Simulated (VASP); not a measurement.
# BaS (R-3m) in VASP: single point with HSE06

Aim: the single point of BaS with HSE06.

All numbers are computed with VASP 6.6.1; they aren't measurements. Logs are shortened: lines on timing, memory, paths and dates and some standing lists are left out, and cuts for length are marked.

### Step 1. The cell of the first run

It takes space group R-3m (No. 166, trigonal). Conventional cell: a = 5.422 Å, b = 5.422 Å, c = 6.396 Å, α = 90.00°, β = 90.00°, γ = 120.00°. Ba (site symmetry -3m) has 8 S at 3.20 to 3.31 Å and 6 Ba at 3.79 Å within 4.2 Å. Within 4.2 Å of S (site symmetry -3m) lie 8 Ba at 3.20 to 3.31 Å and 6 S at 3.79 Å.

### Step 2. Single point, HSE06 (strain along [111] -3.7%)

POSCAR

```
BaS
1.0
    3.7867308270     -0.0470274347     -0.0470274347
   -0.0470274347      3.7867308270     -0.0470274347
   -0.0470274347     -0.0470274347      3.7867308270
Ba S
1 1
Direct
    0.0000000000      0.0000000000      0.0000000000
    0.5000000000      0.5000000000      0.5000000000
```

INCAR.step1

```
  ALGO = Normal
  EDIFF = 1E-5
  ENCUT = 520
  GGA = PE
  ISIF = 2
  ISMEAR = 0
  LASPH = T
  LREAL = F
  LWAVE = T
  NBANDS = 15
  NELM = 60
  PREC = Accurate
  SIGMA = 0.01
```

INCAR.step2

```
  ALGO = Normal
  EDIFF = 1E-6
  ENCUT = 520
  GGA = PE
  HFSCREEN = 0.2079
  ISIF = 2
  ISMEAR = 0
  ISTART = 1
  LASPH = T
  LCHARG = T
  LELF = T
  LHFCALC = T
  LREAL = F
  LVHAR = T
  LWAVE = F
  NBANDS = 15
  NELM = 60
  PREC = Accurate
  PRECFOCK = Normal
  SIGMA = 0.01
```

KPOINTS

```
k-points
0
Gamma
  4 4 4
```

Potentials or basis: VASP PAW PBE potentials, release 64 (Ba_sv, S).

Command:

```
cat potpaw_PBE.64/Ba_sv/POTCAR potpaw_PBE.64/S/POTCAR > POTCAR
cp INCAR.step1 INCAR
mpirun -np 1 vasp_std > vasp.out
cp INCAR.step2 INCAR
mpirun -np 1 vasp_std > vasp.out
```

OUTCAR:

```text
EDIFF = 1E-6
   ENCUT = 520
   GGA = PE
   HFSCREEN = 0.2079
   ISIF = 2
   ISMEAR = 0
   ISTART = 1
   LASPH = T
   LHFCALC = T
   LREAL = F
   NELM = 60
   PREC = Accurate
   PRECFOCK = Normal

 ion  position               nearest neighbor table
   1  0.000  0.000  0.000-   2 3.20   2 3.20   2 3.31   2 3.31   2 3.31   2 3.31   2 3.31   2 3.31

   2  0.500  0.500  0.500-   1 3.20   1 3.20   1 3.31   1 3.31   1 3.31   1 3.31   1 3.31   1 3.31

  LATTYP: Found a trigonal (rhomboedric) cell.
 ALAT       =     3.7873148160
 COS(alpha) =    -0.0246761696

  Lattice vectors:

 A1 = (   3.7867308270,  -0.0470274347,  -0.0470274347)
 A2 = (  -0.0470274347,   3.7867308270,  -0.0470274347)
 A3 = (  -0.0470274347,  -0.0470274347,   3.7867308270)

Analysis of symmetry for initial positions (statically):
=====================================================================
 Subroutine PRICEL returns:
 Original cell was already a primitive cell.

 Routine SETGRP: Setting up the symmetry group for a
 trigonal (rhombohedral) supercell.

 Subroutine GETGRP returns: Found 12 space group operations
 (whereof 12 operations were pure point group operations)
 out of a pool of 12 trial point group operations.

The static configuration has the point symmetry D_3d.

Analysis of symmetry for dynamics (positions and initial velocities):
=====================================================================
 Subroutine PRICEL returns:
 Original cell was already a primitive cell.

 Routine SETGRP: Setting up the symmetry group for a
 trigonal (rhombohedral) supercell.

 Subroutine GETGRP returns: Found 12 space group operations
 (whereof 12 operations were pure point group operations)
 out of a pool of 12 trial point group operations.

The dynamic configuration has the point symmetry D_3d.

 Subroutine INISYM returns: Found 12 space group operations
 (whereof 12 operations are pure point group operations),
 and found     1 'primitive' translations

----------------------------------------------------------------------------------------

                                     Primitive cell

  volume of cell :      54.2739

  direct lattice vectors                    reciprocal lattice vectors
     3.786730827 -0.047027435 -0.047027435     0.264162542  0.003321891  0.003321891
    -0.047027435  3.786730827 -0.047027435     0.003321891  0.264162542  0.003321891
    -0.047027435 -0.047027435  3.786730827     0.003321891  0.003321891  0.264162542

  length of vectors
     3.787314816  3.787314816  3.787314816     0.264204312  0.264204312  0.264204312

  position of ions in fractional coordinates (direct lattice)
     0.000000000  0.000000000  0.000000000
     0.500000000  0.500000000  0.500000000

  ion indices of the primitive-cell ions
   primitive index   ion index
                 1           1
                 2           2

----------------------------------------------------------------------------------------

 KPOINTS: k-points

Automatic generation of k-mesh.
 Grid dimensions read from file:
 generate k-points for:    4    4    4

 Generating k-lattice:

  Cartesian coordinates                     Fractional coordinates (reciprocal lattice)
     0.066040635  0.000830473  0.000830473     0.250000000  0.000000000  0.000000000
     0.000830473  0.066040635  0.000830473     0.000000000  0.250000000  0.000000000
     0.000830473  0.000830473  0.066040635     0.000000000  0.000000000  0.250000000

  Length of vectors
     0.066051078  0.066051078  0.066051078

  Shift w.r.t. Gamma in fractional coordinates (k-lattice)
     0.000000000  0.000000000  0.000000000

 Subroutine IBZKPT returns following result:
 ===========================================

 Found     13 irreducible k-points:

 Following reciprocal coordinates:
            Coordinates               Weight
  0.000000  0.000000  0.000000      1.000000
  0.250000 -0.000000 -0.000000      6.000000
  0.500000 -0.000000 -0.000000      3.000000
  0.250000  0.250000 -0.000000      6.000000
  0.500000  0.250000 -0.000000     12.000000
 -0.250000  0.250000  0.000000      6.000000
  0.500000  0.500000 -0.000000      3.000000
  0.250000  0.250000  0.250000      2.000000
  0.500000  0.250000  0.250000      6.000000
 -0.250000  0.250000  0.250000      6.000000
  0.500000  0.500000  0.250000      6.000000
 -0.250000  0.500000  0.250000      6.000000
  0.500000  0.500000  0.500000      1.000000
   k-points           NKPTS =     13   k-points in BZ     NKDIM =     64   number of bands    NBANDS=     15
   number of dos      NEDOS =    301   number of ions     NIONS =      2
   total plane-waves  NPLWV =  21952
   dimension x,y,z NGX =    28 NGY =   28 NGZ =   28
   dimension x,y,z NGXF=    56 NGYF=   56 NGZF=   56
   ions per type =               1   1
   NGX,Y,Z   is equivalent  to a cutoff of  12.29, 12.29, 12.29 a.u.
   NGXF,Y,Z  is equivalent  to a cutoff of  24.58, 24.58, 24.58 a.u.
 SYSTEM =  unknown system
   PREC   = accura    normal or accurate (medium, high low for compatibility)
   ISTART =      1    job   : 0-new  1-cont  2-samecut
   ICHARG =      0    charge: 1-file 2-atom 10-const
   ISPIN  =      1    spin polarized calculation?
   LNONCOLLINEAR =      F non collinear calculations
   LSORBIT =      F    spin-orbit coupling
   LASPH  =      T    aspherical Exc in radial PAW
   ENCUT  =  520.0 eV  38.22 Ry    6.18 a.u.   7.04  7.04  7.04*2*pi/ulx,y,z
   NELM   =     60;   NELMIN=  2; NELMDL=  0     # of ELM steps
   EDIFF  = 0.1E-05   stopping-criterion for ELM
   LREAL  =      F    real-space projection
   EDIFFG = 0.1E-04   stopping-criterion for IOM
   NSW    =      0    number of steps for IOM
   IBRION =     -1    ionic relax: 0-MD 1-quasi-New 2-CG
   NFREE  =      0    steps in history (QN), initial steepest desc. (CG)
   ISIF   =      2    stress and relaxation
   ISYM   =      3    0-nonsym 1-usesym 2-fastsym
   POTIM  = 0.5000    time-step for ionic-motion
   TEBEG  =    0.0;   TEEND  =   0.0 temperature during run
   PSTRESS=    0.0 pullay stress
   NELECT =      16.0000    total number of electrons
   NUPDOWN=      -1.0000    fix difference up-down
   EMIN   =  10.00;   EMAX   =-10.00  energy-range for DOS
   EFERMI =   0.00;   METHOD = LEGACY
   ISMEAR =     0;   SIGMA  =   0.01  broadening in eV -4-tet -1-fermi 0-gaus
   EFERMI_NEDOS =   21; number of points for ismear=-14 and -15
   IALGO  =     38    algorithm
   IMIX   =      1    mixing-type and parameters
     AMIX     =   0.40;   BMIX     =  1.00
     AMIX_MAG =   1.60;   BMIX_MAG =  1.00
  volume/ion in A,a.u.               =      27.14       183.13
  Fermi-wavevector in a.u.,A,eV,Ry     =   1.089560  2.058970 16.152043  1.187142
  Thomas-Fermi vector in A             =   2.225766
   LORBIT       =      0    0 simple, 1 ext, 2 COOP (PROOUT), +10 PAW based schemes
   GGA     = PE    functional components
   LHFCALC =     T    Hartree Fock is set to
   PRECFOCK=normal    Normal, Fast or Accurate (Low or Medium for compatibility)
   ENCUT4O =  -1.0   cutoff for four orbital integrals eV
   NKREDX  =     1    reduce k-point grid by
   NKREDY  =     1    reduce k-point grid by
   NKREDZ  =     1    reduce k-point grid by
   AEXX    =    0.2500 exact exchange contribution
   HFSCREEN=    0.2079 screening length (either q_TF or 0.3 A-1)
   HFSCREENC=   0.2079 screening length for correlation (either q_TF or 0.3 A-1)
   ENCUTFOCK=  -1.0 apply spherical cutoff to Coloumb kernel
   IVDW    =     0    specifies the selected vdW correction
   LEPSILON=     F    determine dielectric tensor
   LRPA    =     F    only Hartree local field effects (RPA)
 non-spin polarized calculation
 Gauss-broadening in eV      SIGMA  =   0.01
  energy-cutoff  :      520.00
  volume of cell :       54.27
 maximum number of plane-waves:      1472
  NGX = 24; NGY = 24; NGZ = 24

 number of electron      15.9999997 magnetization

 Free energy of the ion-electron system (eV)
  ---------------------------------------------------
  ext. energy  EPLUGINS =         0.00000000
  ---------------------------------------------------
  free energy    TOTEN  =       -11.07186021 eV

  energy without entropy =      -11.07186021  energy(sigma->0) =      -11.07186021

 E-fermi :   2.8161     XC(G=0):  -7.9529

 val. band max:        2.6766862669   @ k =   0.5000   0.5000  -0.0000
 cond. band min:       4.9585828465   @ k =   0.0000   0.0000   0.0000
 fundamental gap:      2.2818965797
 Fermi energy:         2.8160917759

 k-point     1 :       0.0000    0.0000    0.0000
  band No.  band energies     occupation
      1     -26.2267      2.00000
      2      -9.9450      2.00000
      3      -9.9032      2.00000
      4      -9.9032      2.00000
      5      -9.6355      2.00000
      6       2.5641      2.00000
      7       2.5641      2.00000
      8       2.5954      2.00000
      9       4.9586      0.00000
     10       4.9586      0.00000
     11       7.8408      0.00000
     12      10.4235      0.00000
     13      10.6426      0.00000
     14      10.6426      0.00000
     15      15.0728      0.00000

 k-point     2 :       0.2500   -0.0000   -0.0000
  band No.  band energies     occupation
      1     -26.1682      2.00000
      2     -11.1883      2.00000
      3      -9.8503      2.00000
      4      -9.8288      2.00000
      5      -8.5217      2.00000
      6       0.6999      2.00000
      7       2.1532      2.00000
      8       2.2653      2.00000
      9       5.4551      0.00000
     10       7.1980      0.00000
     11       9.6320      0.00000
     12      10.5668      0.00000
     13      10.7865      0.00000
     14      11.0122      0.00000
     15      12.0815      0.00000
[... 167 lines left out ...]
      3     -10.3154      2.00000
      4     -10.2188      2.00000
      5      -8.5614      2.00000
      6       0.2755      2.00000
      7       0.4304      2.00000
      8       1.7418      2.00000
      9       7.8914      0.00000
     10       7.9975      0.00000
     11       8.2144      0.00000
     12      11.0522      0.00000
     13      11.6483      0.00000
     14      13.1403      0.00000
     15      14.4847      0.00000

 k-point    13 :       0.5000    0.5000    0.5000
  band No.  band energies     occupation
      1     -25.9008      2.00000
      2     -10.6521      2.00000
      3     -10.6521      2.00000
      4     -10.6047      2.00000
      5      -8.6631      2.00000
      6      -0.5030      2.00000
      7      -0.5030      2.00000
      8      -0.5002      2.00000
      9      11.4501      0.00000
     10      11.4501      0.00000
     11      11.6436      0.00000
     12      11.6436      0.00000
     13      11.9468      0.00000
     14      12.1827      0.00000
     15      13.4764      0.00000

------------------------ aborting loop because EDIFF is reached ----------------------------------------

  FORCE on cell =-STRESS in cart. coord.  units (eV):
  Direction    XX          YY          ZZ          XY          YZ          ZX
  --------------------------------------------------------------------------------------
  -------------------------------------------------------------------------------------
  Total        0.8974479      0.8974479      0.8974479      0.1849896      0.1849896      0.1849896
  in kB       26.4928792     26.4928792     26.4928792      5.4609386      5.4609386      5.4609386
  external PRESSURE =      26.4928792 kB  Pullay stress =       0.0000000 kB

 VOLUME and BASIS-vectors are now :
 -----------------------------------------------------------------------------
  energy-cutoff  :      520.00
  volume of cell :       54.27
      direct lattice vectors                 reciprocal lattice vectors
     3.786730827 -0.047027435 -0.047027435     0.264162542  0.003321891  0.003321891
    -0.047027435  3.786730827 -0.047027435     0.003321891  0.264162542  0.003321891
    -0.047027435 -0.047027435  3.786730827     0.003321891  0.003321891  0.264162542

 POSITION                                       TOTAL-FORCE (eV/Angst)
 -----------------------------------------------------------------------------------
      0.00000      0.00000      0.00000         0.000000      0.000000      0.000000
      1.84634      1.84634      1.84634        -0.000000     -0.000000      0.000000
 -----------------------------------------------------------------------------------
    total drift:                                0.000000      0.000000      0.000000

  FREE ENERGIE OF THE ION-ELECTRON SYSTEM (eV)
  ---------------------------------------------------
  free  energy   TOTEN  =       -11.0718602055 eV

  energy  without entropy=      -11.0718602055  energy(sigma->0) =      -11.07186021
```

Wall time 3.5 min (1 thread of Intel Xeon 6975P-C (Granite Rapids), shared host); peak memory 0.28 GiB.

Results:

```yaml
Free_energy: -11.0719 eV
Pressure: 2.6 GPa
Band_gap_on_the_k_mesh: 2.28 eV (least direct gap 2.36 eV)
```

Caveat: the cell differs from its parent crystal (strain along [111] -3.7%); the structure was generated, so it needn't be the stable form of BaS; the PAW data sets were made with another functional, which shifts forces and pressure a little; spin-orbit coupling is left out, which moves the levels of the heavy elements.
